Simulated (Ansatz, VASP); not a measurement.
ZnAu: VASP beside Ansatz

```
Zn Au
1.0
     3.14700    0.00000    0.00000
     0.00000    3.14700    0.00000
     0.00000    0.00000    3.14700
Zn Au
1 1
Direct
  0.50000 0.50000 0.50000
  0.00000 0.00000 0.00000
```

Alike in both runs: task single point; functional PBE; k mesh 13 × 13 × 13; occupations fermi-dirac, width 0.05 eV; no spin polarisation.

|  | VASP | Ansatz |
| --- | --- | --- |
| version | VASP 6.6.1 | Ansatz 0.2.0 |
| potentials or method | VASP PAW PBE potentials, release 64 (Zn, Au), cutoff 500 eV | all-electron LAPW, non-relativistic |

```csv
,VASP,Ansatz,Ansatz less VASP
pressure (GPa),5.0,20.1,+15.05
```

One of these differences is far larger than is usual between the two programs; its cause wasn't traced. Ansatz ran all-electron here, and VASP with PAW potentials.

Spin-orbit coupling is off throughout.
